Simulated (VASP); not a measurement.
# Hf (P6_3/mmc) in VASP: notebook

Runs on Hf. Level: PBE. Tasks: single point, relaxation of cell and atoms.

Everything below comes from runs of VASP 6.6.1. Logs are shortened: lines on timing, memory, paths and dates and some standing lists are left out, and cuts for length are marked.

## (1) The cell of the first run

Symmetry: P6_3/mmc, No. 194, hexagonal system. The conventional cell has a = 3.204 Å, b = 3.204 Å, c = 5.071 Å, α = 90.00°, β = 90.00°, γ = 120.00°. Hf (site symmetry -6m2) has 12 Hf at 3.14 to 3.20 Å within 4.1 Å.

## (2) Single point, PBE

Contents of INCAR:

```
SYSTEM = Hf
PREC = Accurate ; ENCUT = 520
EDIFF = 1E-7 ; ISMEAR = 0
SIGMA = 0.1 ; LREAL = .FALSE.
LASPH = .TRUE. ; NELM = 80
ALGO = Normal ; ISIF = 2
LWAVE = .FALSE. ; LCHARG = .TRUE.
GGA = PE ; LELF = .TRUE.
LVHAR = .TRUE. ; NBANDS = 17
```

Contents of KPOINTS:

```
regular mesh
0
G
  12 12 8
  0 0 0
```

Contents of POSCAR:

```
Hf
1.0
    3.2038938144      0.0000000029      0.0000000000
   -1.6019469097      2.7746534328      0.0000000000
    0.0000000000      0.0000000000      5.0710496839
Hf
2
Direct
    0.3333333333      0.6666666667      0.2500000000
    0.6666666667      0.3333333333      0.7500000000
```

Potentials or basis: VASP PAW PBE potentials, release 64 (Hf_pv).

Command:

```
cat potpaw_PBE.64/Hf_pv/POTCAR > POTCAR
mpirun -np 1 vasp_std > vasp.out
```

OUTCAR:

```text
SYSTEM = Hf
   PREC = Accurate
   ENCUT = 520
   EDIFF = 1E-7
   ISMEAR = 0
   LREAL = .FALSE.
   LASPH = .TRUE.
   NELM = 80
   ISIF = 2
   GGA = PE

 ion  position               nearest neighbor table
   1  0.333  0.667  0.250-   2 3.14   2 3.14   2 3.14   2 3.14   2 3.14   2 3.14
   2  0.667  0.333  0.750-   1 3.14   1 3.14   1 3.14   1 3.14   1 3.14   1 3.14

  LATTYP: Found a hexagonal cell.
 ALAT       =     3.2038938144
 C/A-ratio  =     1.5827770762

  Lattice vectors:

 A1 = (   3.2038938144,   0.0000000029,   0.0000000000)
 A2 = (  -1.6019469097,   2.7746534328,   0.0000000000)
 A3 = (   0.0000000000,   0.0000000000,   5.0710496839)

Analysis of symmetry for initial positions (statically):
=====================================================================
 Subroutine PRICEL returns:
 Original cell was already a primitive cell.

 Routine SETGRP: Setting up the symmetry group for a
 hexagonal supercell.

 Subroutine GETGRP returns: Found 24 space group operations
 (whereof 12 operations were pure point group operations)
 out of a pool of 24 trial point group operations.

The static configuration has the point symmetry D_3d.
 The point group associated with its full space group is D_6h.

Analysis of symmetry for dynamics (positions and initial velocities):
=====================================================================
 Subroutine PRICEL returns:
 Original cell was already a primitive cell.

 Routine SETGRP: Setting up the symmetry group for a
 hexagonal supercell.

 Subroutine GETGRP returns: Found 24 space group operations
 (whereof 12 operations were pure point group operations)
 out of a pool of 24 trial point group operations.

The dynamic configuration has the point symmetry D_3d.
 The point group associated with its full space group is D_6h.

 Subroutine INISYM returns: Found 24 space group operations
 (whereof 12 operations are pure point group operations),
 and found     1 'primitive' translations

----------------------------------------------------------------------------------------

                                     Primitive cell

  volume of cell :      45.0801

  direct lattice vectors                    reciprocal lattice vectors
     3.203893814  0.000000003  0.000000000     0.312120207  0.180202686  0.000000000
    -1.601946910  2.774653433  0.000000000    -0.000000000  0.360405371  0.000000000
     0.000000000  0.000000000  5.071049684     0.000000000  0.000000000  0.197197831

  length of vectors
     3.203893814  3.203893814  5.071049684     0.360405371  0.360405371  0.197197831

  position of ions in fractional coordinates (direct lattice)
     0.333333333  0.666666667  0.250000000
     0.666666667  0.333333333  0.750000000

  ion indices of the primitive-cell ions
   primitive index   ion index
                 1           1
                 2           2

----------------------------------------------------------------------------------------

 KPOINTS: regular mesh

Automatic generation of k-mesh.
 Grid dimensions read from file:
 generate k-points for:   12   12    8

 Generating k-lattice:

  Cartesian coordinates                     Fractional coordinates (reciprocal lattice)
     0.026010017  0.015016890  0.000000000     0.083333333  0.000000000  0.000000000
    -0.000000000  0.030033781  0.000000000     0.000000000  0.083333333  0.000000000
     0.000000000  0.000000000  0.024649729     0.000000000  0.000000000  0.125000000

  Length of vectors
     0.030033781  0.030033781  0.024649729

  Shift w.r.t. Gamma in fractional coordinates (k-lattice)
     0.000000000  0.000000000  0.000000000

 Subroutine IBZKPT returns following result:
 ===========================================

 Found     95 irreducible k-points:

 Following reciprocal coordinates:
            Coordinates               Weight
  0.000000  0.000000  0.000000      1.000000
  0.083333  0.000000  0.000000      6.000000
  0.166667  0.000000  0.000000      6.000000
  0.250000 -0.000000  0.000000      6.000000
  0.333333 -0.000000  0.000000      6.000000
  0.416667  0.000000  0.000000      6.000000
[... 16 lines left out ...]
  0.250000 -0.000000  0.125000     12.000000
  0.333333 -0.000000  0.125000     12.000000
 [... further k-points ...]
   k-points           NKPTS =     95   k-points in BZ     NKDIM =     95   number of bands    NBANDS=     17
   number of dos      NEDOS =    301   number of ions     NIONS =      2
   total plane-waves  NPLWV =  23040
   dimension x,y,z NGX =    24 NGY =   24 NGZ =   40
   dimension x,y,z NGXF=    48 NGYF=   48 NGZF=   80
   ions per type =               2
   NGX,Y,Z   is equivalent  to a cutoff of  12.45, 12.45, 13.11 a.u.
   NGXF,Y,Z  is equivalent  to a cutoff of  24.91, 24.91, 26.23 a.u.
 SYSTEM =  Hf
   PREC   = accura    normal or accurate (medium, high low for compatibility)
   ISTART =      0    job   : 0-new  1-cont  2-samecut
   ICHARG =      2    charge: 1-file 2-atom 10-const
   ISPIN  =      1    spin polarized calculation?
   LNONCOLLINEAR =      F non collinear calculations
   LSORBIT =      F    spin-orbit coupling
   LASPH  =      T    aspherical Exc in radial PAW
   ENCUT  =  520.0 eV  38.22 Ry    6.18 a.u.   5.96  5.96  9.43*2*pi/ulx,y,z
   NELM   =     80;   NELMIN=  2; NELMDL= -5     # of ELM steps
   EDIFF  = 0.1E-06   stopping-criterion for ELM
   LREAL  =      F    real-space projection
   EDIFFG = 0.1E-05   stopping-criterion for IOM
   NSW    =      0    number of steps for IOM
   IBRION =     -1    ionic relax: 0-MD 1-quasi-New 2-CG
   NFREE  =      0    steps in history (QN), initial steepest desc. (CG)
   ISIF   =      2    stress and relaxation
   ISYM   =      2    0-nonsym 1-usesym 2-fastsym
   POTIM  = 0.5000    time-step for ionic-motion
   TEBEG  =    0.0;   TEEND  =   0.0 temperature during run
   PSTRESS=    0.0 pullay stress
   NELECT =      20.0000    total number of electrons
   NUPDOWN=      -1.0000    fix difference up-down
   EMIN   =  10.00;   EMAX   =-10.00  energy-range for DOS
   EFERMI =   0.00;   METHOD = LEGACY
   ISMEAR =     0;   SIGMA  =   0.10  broadening in eV -4-tet -1-fermi 0-gaus
   EFERMI_NEDOS =   21; number of points for ismear=-14 and -15
   IALGO  =     38    algorithm
   IMIX   =      4    mixing-type and parameters
     AMIX     =   0.40;   BMIX     =  1.00
     AMIX_MAG =   1.60;   BMIX_MAG =  1.00
  volume/ion in A,a.u.               =      22.54       152.11
  Fermi-wavevector in a.u.,A,eV,Ry     =   1.248600  2.359511 21.211502  1.559001
  Thomas-Fermi vector in A             =   2.382679
   LORBIT       =      0    0 simple, 1 ext, 2 COOP (PROOUT), +10 PAW based schemes
   GGA     = PE    functional components
   LHFCALC =     F    Hartree Fock is set to
   AEXX    =    0.0000 exact exchange contribution
   IVDW    =     0    specifies the selected vdW correction
   LEPSILON=     F    determine dielectric tensor
   LRPA    =     F    only Hartree local field effects (RPA)
 non-spin polarized calculation
 Gauss-broadening in eV      SIGMA  =   0.10
  energy-cutoff  :      520.00
  volume of cell :       45.08
 maximum number of plane-waves:      1236
 NGX is ok and might be reduce to    24
   NGX = 11   NGY = 11   NGZ = 19

 number of electron      20.0000005 magnetization

 Free energy of the ion-electron system (eV)
  ---------------------------------------------------
  ext. energy  EPLUGINS =         0.00000000
  ---------------------------------------------------
  free energy    TOTEN  =       -19.85280476 eV

  energy without entropy =      -19.84409277  energy(sigma->0) =      -19.84844876

 E-fermi :   4.8885     XC(G=0): -11.2493

 val. band max:        4.8791568070   @ k =   0.3333   0.2500   0.3750
 cond. band min:       4.8917389123   @ k =   0.1667   0.0000   0.1250
 fundamental gap:      0.0125821053
 Fermi energy:         4.8884837681

 k-point     1 :       0.0000    0.0000    0.0000
  band No.  band energies     occupation
      1     -26.2134      2.00000
      2     -25.4905      2.00000
      3     -25.4905      2.00000
      4     -25.3689      2.00000
      5     -25.3660      2.00000
      6     -25.3660      2.00000
[... 9 lines left out ...]
     16       7.4920      0.00000
     17      10.1608      0.00000

 k-point     2 :       0.0833    0.0000    0.0000
  band No.  band energies     occupation
      1     -26.1959      2.00000
      2     -25.5277      2.00000
      3     -25.5030      2.00000
      4     -25.4053      2.00000
      5     -25.3770      2.00000
      6     -25.3710      2.00000
[... 9 lines left out ...]
     16       7.2965      0.00000
     17      10.3180      0.00000

 k-point     3 :       0.1667    0.0000    0.0000
  band No.  band energies     occupation
      1     -26.1457      2.00000
      2     -25.6294      2.00000
      3     -25.5360      2.00000
      4     -25.5099      2.00000
      5     -25.4013      2.00000
      6     -25.3857      2.00000
[... 9 lines left out ...]
     16       7.5855      0.00000
     17      10.6423      0.00000

 k-point     4 :       0.2500   -0.0000    0.0000
  band No.  band energies     occupation
      1     -26.0700      2.00000
      2     -25.7685      2.00000
      3     -25.6467      2.00000
      4     -25.5793      2.00000
      5     -25.4415      2.00000
      6     -25.4073      2.00000
[... 9 lines left out ...]
     16       8.4342      0.00000
     17      10.9404      0.00000
[... 343 lines left out ...]
      1     -26.1232      2.00000
      2     -25.6212      2.00000
      3     -25.5364      2.00000
      4     -25.5304      2.00000
      5     -25.4082      2.00000
      6     -25.3915      2.00000
[... 9 lines left out ...]
     16       7.6179      0.00000
     17      10.6254      0.00000

 k-point    23 :       0.2500   -0.0000    0.1250
  band No.  band energies     occupation
      1     -26.0609      2.00000
      2     -25.7529      2.00000
      3     -25.6699      2.00000
      4     -25.5728      2.00000
      5     -25.4442      2.00000
      6     -25.4139      2.00000
[... 9 lines left out ...]
     16       8.3713      0.00000
     17      10.8646      0.00000

 k-point    24 :       0.3333   -0.0000    0.1250
  band No.  band energies     occupation
      1     -26.0143      2.00000
      2     -25.8603      2.00000
      3     -25.7938      2.00000
      4     -25.6137      2.00000
      5     -25.4916      2.00000
      6     -25.4373      2.00000
[... 9 lines left out ...]
     16       9.3591      0.00000
     17      11.0252      0.00000

 [... further k-points ...]

------------------------ aborting loop because EDIFF is reached ----------------------------------------

  FORCE on cell =-STRESS in cart. coord.  units (eV):
  Direction    XX          YY          ZZ          XY          YZ          ZX
  --------------------------------------------------------------------------------------
  -------------------------------------------------------------------------------------
  Total       -0.1113083     -0.1113083     -0.1386093     -0.0000000      0.0000000     -0.0000000
  in kB       -3.9559730     -3.9559730     -4.9262714     -0.0000000      0.0000000     -0.0000000
  external PRESSURE =      -4.2794058 kB  Pullay stress =       0.0000000 kB

 VOLUME and BASIS-vectors are now :
 -----------------------------------------------------------------------------
  energy-cutoff  :      520.00
  volume of cell :       45.08
      direct lattice vectors                 reciprocal lattice vectors
     3.203893814  0.000000003  0.000000000     0.312120207  0.180202686  0.000000000
    -1.601946910  2.774653433  0.000000000    -0.000000000  0.360405371  0.000000000
     0.000000000  0.000000000  5.071049684     0.000000000  0.000000000  0.197197831

 POSITION                                       TOTAL-FORCE (eV/Angst)
 -----------------------------------------------------------------------------------
     -0.00000      1.84977      1.26776        -0.000000      0.000000      0.000000
      1.60195      0.92488      3.80329         0.000000     -0.000000      0.000000
 -----------------------------------------------------------------------------------
    total drift:                               -0.000000      0.000000     -0.000000

  FREE ENERGIE OF THE ION-ELECTRON SYSTEM (eV)
  ---------------------------------------------------
  free  energy   TOTEN  =       -19.8528047582 eV

  energy  without entropy=      -19.8440927691  energy(sigma->0) =      -19.84844876
```

Run time: 35 s. Hardware: 1 thread of AMD EPYC 9R45 (Zen 5), shared host; peak memory 0.17 GiB.

What came out:

| Quantity | Value |
| --- | --- |
| Free energy | -19.8528 eV |
| Pressure | -0.4 GPa |
| Band gap on the k mesh | zero (bands 10 and 11 overlap by 1.45 eV) |

Stress tensor (GPa, compression positive):
```
-0.40  0.00  0.00
 0.00 -0.40  0.00
 0.00  0.00 -0.49
```

Caveat: spin-orbit coupling is left out, which moves the levels of the heavy elements.

## (3) Single point, PBE

Contents of INCAR:

```
SYSTEM = Hf
PREC = Accurate
ENCUT = 520
EDIFF = 1E-6
ISMEAR = -1
SIGMA = 0.15
LREAL = .False.
LASPH = .True.
NELM = 80
ALGO = Normal
ISIF = 2
LWAVE = .False.
LCHARG = .False.
GGA = PE
NBANDS = 17
```

Contents of KPOINTS:

```
regular mesh
0
Gamma
  12 12 8
  0 0 0
```

Contents of POSCAR:

```
Hf
1.0
    3.2029238448      0.0000000029      0.0000000000
   -1.6014619249      2.7738134146      0.0000000000
    0.0000000000      0.0000000000      5.0816787161
Hf
2
Direct
    0.3333333333      0.6666666667      0.2500000000
    0.6666666667      0.3333333333      0.7500000000
```

Potentials or basis: VASP PAW PBE potentials, release 64 (Hf_pv).

Command:

```
cat potpaw_PBE.64/Hf_pv/POTCAR > POTCAR
mpirun -np 1 vasp_std > vasp.out
```

Run time: 30 s. Hardware: 1 thread of AMD EPYC 9R45 (Zen 5), shared host; peak memory 0.17 GiB.

It converged, with:

| Item | Value |
| --- | --- |
| Free energy | -19.9131 eV |
| Pressure | -0.4 GPa |
| Band gap on the k mesh | zero (bands 10 and 11 overlap by 1.46 eV) |

Stress tensor (GPa, compression positive):
```
-0.40  0.00  0.00
 0.00 -0.40  0.00
 0.00  0.00 -0.49
```

Levels at points of the mesh, in eV from the Fermi level:
| k point | band 8 | band 9 | band 10 | band 11 | band 12 | band 13 |
| --- | --- | --- | --- | --- | --- | --- |
| (0.00, 0.00, 0.00) | -3.65 | 0.63 | 1.22 | 1.22 | 1.47 | 2.03 |
| (0.50, 0.00, 0.00) | -2.68 | -2.16 | -0.77 | 0.86 | 0.89 | 1.69 |
| (0.00, 0.00, 0.50) | -5.36 | 0.18 | 0.18 | 1.12 | 1.12 | 1.12 |
| (0.50, 0.00, 0.50) | -3.34 | -0.94 | -0.94 | 1.19 | 1.19 | 2.68 |

Caveat: spin-orbit coupling is left out, which moves the levels of the heavy elements.

## (4) Relaxation of cell and atoms, PBE

This run uses another cell than the first one, of 22.26 Å³/atom.

Contents of INCAR:

```
ALGO     = Fast           # electronic algorithm
EDIFF    = 1E-6           # SCF threshold, eV
EDIFFG   = -0.002         # ionic threshold
ENCUT    = 600            # plane-wave cutoff, eV
GGA      = PE             # functional
IBRION   = 2              # ionic algorithm
ISIF     = 3              # what is computed and relaxed
ISMEAR   = 0              # smearing method
LASPH    = True           # aspherical terms in the spheres
LCHARG   = False          # write CHGCAR
LREAL    = False          # projectors in reciprocal space
LWAVE    = False          # write WAVECAR
NELM     = 100            # most SCF steps
NSW      = 100            # ionic steps
PREC     = Accurate       # precision mode
SIGMA    = 0.1            # smearing width, eV
```

Contents of KPOINTS:

```
k-points
0
Gamma
  12 12 8
```

Contents of POSCAR:

```
Hf
1.0
    3.1923846300      0.0000000000      0.0000000000
   -1.5961923200      2.7646861900      0.0000000000
    0.0000000000      0.0000000000      5.0450416400
Hf
2
Direct
    0.3333333300      0.6666666700      0.2500000000
    0.6666666700      0.3333333300      0.7500000000
```

Command:

```
cat potpaw_PBE.64/Hf_pv/POTCAR > POTCAR
mpirun -np 1 vasp_std > vasp.out
```

Wall time 2.5 min (1 thread of AMD EPYC 9R45 (Zen 5), shared host); peak memory 0.2 GiB.

The run converged. Its results:

| Item | Value |
| --- | --- |
| Free energy | -19.8534 eV |
| Relaxed volume | 22.45 Å³/atom |
| Relaxed cell | a = 3.200 Å, b = 3.200 Å, c = 5.063 Å, α = 90.00°, β = 90.00°, γ = 120.00° |
| Space group after relaxing (to 0.1 Å) | P6_3/mmc (No. 194) |
| Energy gained by relaxing | 0.5 meV/atom |
| Ionic steps | 11 |
| Pressure after relaxing | 0.0 GPa |
| Band gap on the k mesh | zero (bands 10 and 11 overlap by 1.44 eV) |

Step by step:
```tsv
step	energy change (eV)	largest force (eV/Å)	pressure (GPa)	volume (Å³)
1	0.0000	0.0000	0.92	44.53
2	0.0004	0.0000	-1.06	45.35
3	-0.0011	0.0000	0.00	44.91
4	-0.0011	0.0000	-0.02	44.91
5	-0.0011	0.0000	0.01	44.90
6	-0.0011	0.0000	0.00	44.90
7	-0.0011	0.0000	0.00	44.89
8	-0.0011	0.0000	0.03	44.89
9	-0.0011	0.0000	0.07	44.89
10	-0.0011	0.0000	0.05	44.89
11	-0.0011	0.0000	0.00	44.91
```

Final structure:
```
Hf
1.0
     3.20046    0.00000    0.00000
    -1.60023    2.77168    0.00000
     0.00000    0.00000    5.06262
Hf
2
Direct
  0.33333 0.66667 0.25000
  0.66667 0.33333 0.75000
```

Levels at points of the mesh, in eV from the Fermi level:
| k point | band 8 | band 9 | band 10 | band 11 | band 12 | band 13 |
| --- | --- | --- | --- | --- | --- | --- |
| (0.00, 0.00, 0.00) | -3.72 | 0.61 | 1.16 | 1.16 | 1.44 | 1.97 |
| (0.50, 0.00, 0.00) | -2.76 | -2.24 | -0.83 | 0.77 | 0.85 | 1.65 |
| (0.00, 0.00, 0.50) | -5.42 | 0.13 | 0.13 | 1.05 | 1.05 | 1.05 |
| (0.50, 0.00, 0.50) | -3.42 | -1.00 | -1.00 | 1.14 | 1.14 | 2.62 |

Caveat: spin-orbit coupling is left out, which moves the levels of the heavy elements.

## (5) The runs side by side

```tsv
task	cell	cutoff (eV)	smearing	gap on the mesh (eV)	pressure (GPa)
single point	a = 3.204, b = 3.204, c = 5.071 Å, angles 90.0, 90.0, 120.0°, 2 atoms	520	gaussian 0.1 eV	none	-0.4
single point	a = 3.203, b = 3.203, c = 5.082 Å, angles 90.0, 90.0, 120.0°, 2 atoms	520	fermi-dirac 0.15 eV	none	-0.4
relaxation of cell and atoms	relaxed from a = 3.192, b = 3.192, c = 5.045 Å, angles 90.0, 90.0, 120.0°, 2 atoms	600	gaussian 0.1 eV	none	0.0
```

Alike in all rows: level PBE; potentials or basis VASP PAW PBE potentials, release 64 (Hf_pv); no spin polarisation; k mesh 12 × 12 × 8.

Caveats: spin-orbit coupling is left out, which moves the levels of the heavy elements.

Absolute energies hang on the potentials; compare differences alone.
